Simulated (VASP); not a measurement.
# Ge2H (I4/mmm) in VASP: single point with r2SCAN

Aim: the single point of Ge2H with r2SCAN.

Program: VASP 6.6.1. These are calculated values, not measurements. Logs are shortened: lines on timing, memory, paths and dates and some standing lists are left out, and cuts for length are marked.

### 1 The cell of the first run

It takes space group I4/mmm (No. 139, tetragonal). The conventional cell has a = 3.065 Å, b = 3.065 Å, c = 8.235 Å, α = 90.00°, β = 90.00°, γ = 90.00°. Within 3.4 Å of H (site symmetry 4/mmm) lie 10 Ge at 2.57 to 2.74 Å and 4 H at 3.06 Å. Within 3.4 Å of Ge (site symmetry 4mm) lie 9 Ge at 2.56 to 3.06 Å and 5 H at 2.57 to 2.74 Å.

### 2 Single point, r2SCAN

Input file POSCAR:

```
Ge2H
1.0
    0.0000000000      3.0649190000      0.0000000000
    3.0649190000      0.0000000000      0.0000000000
    1.5324600000      1.5324600000     -4.1173310000
H Ge
1 2
Direct
    0.0000000000      0.0000000000      0.0000000000
    0.3330000000      0.3330000000      0.3340000000
    0.6670000000      0.6670000000      0.6660000000
```

Input file INCAR.step1:

```
SYSTEM = Ge2H
ALGO = Normal ; EDIFF = 1E-4
ENCUT = 520 ; GGA = PE
ISMEAR = -1 ; LASPH = .True.
LCHARG = .False. ; LREAL = .False.
LWAVE = .True. ; NBANDS = 22
NELM = 60 ; PREC = Accurate
SIGMA = 0.1
```

Input file INCAR.step2:

```
SYSTEM = Ge2H
ALGO = Normal ; EDIFF = 1E-6
ENCUT = 520 ; ISIF = 2
ISMEAR = -1 ; ISTART = 1
LASPH = .True. ; LCHARG = .True.
LELF = .True. ; LMIXTAU = .True.
LREAL = .False. ; LVHAR = .True.
LWAVE = .False. ; METAGGA = R2SCAN
NBANDS = 22 ; NELM = 60
PREC = Accurate ; SIGMA = 0.1
```

Input file KPOINTS:

```
k-points
0
Gamma
  6 6 6
  0 0 0
```

Potentials or basis: VASP PAW PBE potentials, release 64 (H, Ge_d).

On the command line:

```
$ cat potpaw_PBE.64/H/POTCAR potpaw_PBE.64/Ge_d/POTCAR > POTCAR
$ cp INCAR.step1 INCAR
$ mpirun -np 1 vasp_std > vasp.out
$ cp INCAR.step2 INCAR
$ mpirun -np 1 vasp_std > vasp.out
```

OUTCAR:

```text
SYSTEM = Ge2H
   EDIFF = 1E-6
   ENCUT = 520
   ISIF = 2
   ISMEAR = -1
   ISTART = 1
   LASPH = .True.
   LREAL = .False.
   METAGGA = R2SCAN
   NELM = 60
   PREC = Accurate

 ion  position               nearest neighbor table
   1  0.000  0.000  0.000-
   2  0.333  0.333  0.334-   3 2.56   3 2.56   3 2.56   3 2.56   3 2.75
   3  0.667  0.667  0.666-   2 2.56   2 2.56   2 2.56   2 2.56   2 2.75

  LATTYP: Found a body centered tetragonal cell.
 ALAT       =     3.0649190000
 C/A-ratio  =     2.6867470233

  Lattice vectors:

 A1 = (  -1.5324600000,   1.5324590000,   4.1173310000)
 A2 = (   1.5324590000,  -1.5324600000,   4.1173310000)
 A3 = (   1.5324600000,   1.5324600000,  -4.1173310000)

Analysis of symmetry for initial positions (statically):
=====================================================================
 Subroutine PRICEL returns:
 Original cell was already a primitive cell.

 Routine SETGRP: Setting up the symmetry group for a
 body centered tetragonal supercell.

 Subroutine GETGRP returns: Found 16 space group operations
 (whereof 16 operations were pure point group operations)
 out of a pool of 16 trial point group operations.

The static configuration has the point symmetry D_4h.

Analysis of symmetry for dynamics (positions and initial velocities):
=====================================================================
 Subroutine PRICEL returns:
 Original cell was already a primitive cell.

 Routine SETGRP: Setting up the symmetry group for a
 body centered tetragonal supercell.

 Subroutine GETGRP returns: Found 16 space group operations
 (whereof 16 operations were pure point group operations)
 out of a pool of 16 trial point group operations.

The dynamic configuration has the point symmetry D_4h.

 Subroutine INISYM returns: Found 16 space group operations
 (whereof 16 operations are pure point group operations),
 and found     1 'primitive' translations

----------------------------------------------------------------------------------------

                                     Primitive cell

  volume of cell :      38.6771

  direct lattice vectors                    reciprocal lattice vectors
     0.000000000  3.064919000  0.000000000     0.000000000  0.326272897  0.121437932
     3.064919000  0.000000000  0.000000000     0.326272897  0.000000000  0.121437932
     1.532460000  1.532460000 -4.117331000     0.000000000  0.000000000 -0.242875785

  length of vectors
     3.064919000  3.064919000  4.652878879     0.348139590  0.348139590  0.242875785

  position of ions in fractional coordinates (direct lattice)
     0.000000000  0.000000000  0.000000000
     0.333000000  0.333000000  0.334000000
     0.667000000  0.667000000  0.666000000

  ion indices of the primitive-cell ions
   primitive index   ion index
                 1           1
                 2           2
                 3           3

----------------------------------------------------------------------------------------

 KPOINTS: k-points

Automatic generation of k-mesh.
 Grid dimensions read from file:
 generate k-points for:    6    6    6

 Generating k-lattice:

  Cartesian coordinates                     Fractional coordinates (reciprocal lattice)
     0.000000000  0.054378816  0.020239655     0.166666667  0.000000000  0.000000000
     0.054378816  0.000000000  0.020239655     0.000000000  0.166666667  0.000000000
     0.000000000  0.000000000 -0.040479298     0.000000000  0.000000000  0.166666667

  Length of vectors
     0.058023265  0.058023265  0.040479298

  Shift w.r.t. Gamma in fractional coordinates (k-lattice)
     0.000000000  0.000000000  0.000000000

 Subroutine IBZKPT returns following result:
 ===========================================

 Found     30 irreducible k-points:

 Following reciprocal coordinates:
            Coordinates               Weight
  0.000000  0.000000  0.000000      1.000000
  0.166667  0.000000  0.000000      8.000000
  0.333333  0.000000  0.000000      8.000000
  0.500000  0.000000  0.000000      4.000000
  0.166667  0.166667  0.000000      8.000000
  0.333333  0.166667  0.000000     16.000000
[... 16 lines left out ...]
 -0.333333 -0.333333  0.166667      4.000000
 -0.166667 -0.333333  0.166667     16.000000
 [... further k-points ...]
   k-points           NKPTS =     30   k-points in BZ     NKDIM =     30   number of bands    NBANDS=     22
   number of dos      NEDOS =    301   number of ions     NIONS =      3
   total plane-waves  NPLWV =  20736
   dimension x,y,z NGX =    24 NGY =   24 NGZ =   36
   dimension x,y,z NGXF=    48 NGYF=   48 NGZF=   72
   ions per type =               1   2
   NGX,Y,Z   is equivalent  to a cutoff of  13.02, 13.02, 12.86 a.u.
   NGXF,Y,Z  is equivalent  to a cutoff of  26.04, 26.04, 25.73 a.u.
 SYSTEM =  Ge2H
   PREC   = accura    normal or accurate (medium, high low for compatibility)
   ISTART =      1    job   : 0-new  1-cont  2-samecut
   ICHARG =      0    charge: 1-file 2-atom 10-const
   ISPIN  =      1    spin polarized calculation?
   LNONCOLLINEAR =      F non collinear calculations
   LSORBIT =      F    spin-orbit coupling
   LASPH  =      T    aspherical Exc in radial PAW
   ENCUT  =  520.0 eV  38.22 Ry    6.18 a.u.   5.70  5.70  8.65*2*pi/ulx,y,z
   NELM   =     60;   NELMIN=  2; NELMDL=  0     # of ELM steps
   EDIFF  = 0.1E-05   stopping-criterion for ELM
   LREAL  =      F    real-space projection
   EDIFFG = 0.1E-04   stopping-criterion for IOM
   NSW    =      0    number of steps for IOM
   IBRION =     -1    ionic relax: 0-MD 1-quasi-New 2-CG
   NFREE  =      0    steps in history (QN), initial steepest desc. (CG)
   ISIF   =      2    stress and relaxation
   ISYM   =      2    0-nonsym 1-usesym 2-fastsym
   POTIM  = 0.5000    time-step for ionic-motion
   TEBEG  =    0.0;   TEEND  =   0.0 temperature during run
   PSTRESS=    0.0 pullay stress
   NELECT =      29.0000    total number of electrons
   NUPDOWN=      -1.0000    fix difference up-down
   EMIN   =  10.00;   EMAX   =-10.00  energy-range for DOS
   EFERMI =   0.00;   METHOD = LEGACY
   ISMEAR =    -1;   SIGMA  =   0.10  broadening in eV -4-tet -1-fermi 0-gaus
   EFERMI_NEDOS =   21; number of points for ismear=-14 and -15
   IALGO  =     38    algorithm
   IMIX   =      4    mixing-type and parameters
     AMIX     =   0.40;   BMIX     =  1.00
     AMIX_MAG =   1.60;   BMIX_MAG =  1.00
  volume/ion in A,a.u.               =      12.89        87.00
  Fermi-wavevector in a.u.,A,eV,Ry     =   1.487269  2.810531 30.095672  2.211970
  Thomas-Fermi vector in A             =   2.600451
   LORBIT       =      0    0 simple, 1 ext, 2 COOP (PROOUT), +10 PAW based schemes
   METAGGA = R2SCAN    functional components
   LHFCALC =     F    Hartree Fock is set to
   AEXX    =    0.0000 exact exchange contribution
   IVDW    =     0    specifies the selected vdW correction
   LEPSILON=     F    determine dielectric tensor
   LRPA    =     F    only Hartree local field effects (RPA)
 non-spin polarized calculation
  energy-cutoff  :      520.00
  volume of cell :       38.68
 maximum number of plane-waves:      1063
   NGX = 11   NGY = 11   NGZ = 17

 number of electron      29.0000000 magnetization

 Free energy of the ion-electron system (eV)
  ---------------------------------------------------
  ext. energy  EPLUGINS =         0.00000000
  ---------------------------------------------------
  free energy    TOTEN  =       -28.41311395 eV

  energy without entropy =      -28.38724494  energy(sigma->0) =      -28.40017944

 E-fermi :   6.8056     XC(G=0): -12.5665

 val. band max:        6.6665818067   @ k =  -0.1667   0.5000   0.1667
 cond. band min:       6.8630901084   @ k =   0.5000   0.5000   0.0000
 fundamental gap:      0.1965083016
 Fermi energy:         6.8056442534

 k-point     1 :       0.0000    0.0000    0.0000
  band No.  band energies     occupation
      1     -18.9394      2.00000
      2     -18.8800      2.00000
      3     -18.8242      2.00000
      4     -18.8242      2.00000
      5     -18.8101      2.00000
      6     -18.7535      2.00000
[... 14 lines left out ...]
     21      17.5404      0.00000
     22      25.2016      0.00000

 k-point     2 :       0.1667    0.0000    0.0000
  band No.  band energies     occupation
      1     -18.9241      2.00000
      2     -18.8942      2.00000
      3     -18.8429      2.00000
      4     -18.8299      2.00000
      5     -18.7969      2.00000
      6     -18.7679      2.00000
[... 14 lines left out ...]
     21      19.9993      0.00000
     22      21.2276      0.00000

 k-point     3 :       0.3333    0.0000    0.0000
  band No.  band energies     occupation
      1     -18.9138      2.00000
      2     -18.9040      2.00000
      3     -18.8805      2.00000
      4     -18.8362      2.00000
      5     -18.7950      2.00000
      6     -18.7569      2.00000
[... 14 lines left out ...]
     21      18.9446      0.00000
     22      19.0253      0.00000

 k-point     4 :       0.5000    0.0000    0.0000
  band No.  band energies     occupation
      1     -18.9152      2.00000
      2     -18.9050      2.00000
      3     -18.8795      2.00000
      4     -18.8787      2.00000
      5     -18.7643      2.00000
      6     -18.7414      2.00000
[... 14 lines left out ...]
     21      19.7359      0.00000
     22      20.3688      0.00000

 k-point     5 :       0.1667    0.1667    0.0000
  band No.  band energies     occupation
      1     -18.9100      2.00000
      2     -18.9085      2.00000
      3     -18.8519      2.00000
      4     -18.8255      2.00000
      5     -18.8134      2.00000
      6     -18.7541      2.00000
[... 417 lines left out ...]
 k-point    22 :      -0.1667    0.5000    0.1667
  band No.  band energies     occupation
      1     -18.9321      2.00000
      2     -18.9091      2.00000
      3     -18.8566      2.00000
      4     -18.8302      2.00000
      5     -18.7752      2.00000
      6     -18.7432      2.00000
[... 14 lines left out ...]
     21      19.6639      0.00000
     22      20.2029      0.00000

 k-point    23 :      -0.3333   -0.3333    0.1667
  band No.  band energies     occupation
      1     -18.9199      2.00000
      2     -18.9101      2.00000
      3     -18.8562      2.00000
      4     -18.8194      2.00000
      5     -18.7699      2.00000
      6     -18.7583      2.00000
[... 14 lines left out ...]
     21      18.1643      0.00000
     22      19.3931      0.00000

 k-point    24 :      -0.1667   -0.3333    0.1667
  band No.  band energies     occupation
      1     -18.9167      2.00000
      2     -18.9147      2.00000
      3     -18.8744      2.00000
      4     -18.8230      2.00000
      5     -18.7966      2.00000
      6     -18.7783      2.00000
[... 14 lines left out ...]
     21      18.3095      0.00000
     22      19.1166      0.00000

 [... further k-points ...]
[... 5 lines left out ...]
  --------------------------------------------------------------------------------------
  -------------------------------------------------------------------------------------
  Total        3.4637424      3.4637424      1.3705754      0.0000000     -0.0000002     -0.0000002
  in kB      143.4836382    143.4836382     56.7753386      0.0000000     -0.0000069     -0.0000069
  external PRESSURE =     114.5808716 kB  Pullay stress =       0.0000000 kB

 VOLUME and BASIS-vectors are now :
 -----------------------------------------------------------------------------
  energy-cutoff  :      520.00
  volume of cell :       38.68
      direct lattice vectors                 reciprocal lattice vectors
     0.000000000  3.064919000  0.000000000     0.000000000  0.326272897  0.121437932
     3.064919000  0.000000000  0.000000000     0.326272897  0.000000000  0.121437932
     1.532460000  1.532460000 -4.117331000     0.000000000  0.000000000 -0.242875785

 POSITION                                       TOTAL-FORCE (eV/Angst)
 -----------------------------------------------------------------------------------
      0.00000      0.00000      0.00000        -0.000000     -0.000000     -0.000000
      1.53246      1.53246     -1.37519        -0.000000     -0.000000      1.691107
      3.06492      3.06492     -2.74214         0.000000      0.000000     -1.691107
 -----------------------------------------------------------------------------------
    total drift:                               -0.000000     -0.000000      0.000000

  FREE ENERGIE OF THE ION-ELECTRON SYSTEM (eV)
  ---------------------------------------------------
  free  energy   TOTEN  =       -28.4131139512 eV

  energy  without entropy=      -28.3872449382  energy(sigma->0) =      -28.40017944
```

Run time: 28 s. Hardware: 1 thread of Intel Xeon 6975P-C (Granite Rapids), shared host; peak memory 0.16 GiB.

What came out:

* Free energy: -28.4131 eV
* Pressure: 11.5 GPa
* Largest force: 1.691 eV/Å

Forces in eV/Å, atoms in the order of the input:
```
H    0.000  0.000  0.000
Ge   0.000  0.000  1.691
Ge   0.000  0.000 -1.691
```

Caveat: the k points lie up to 0.36 Å⁻¹ apart; the PAW data sets were made with another functional, which shifts forces and pressure a little.
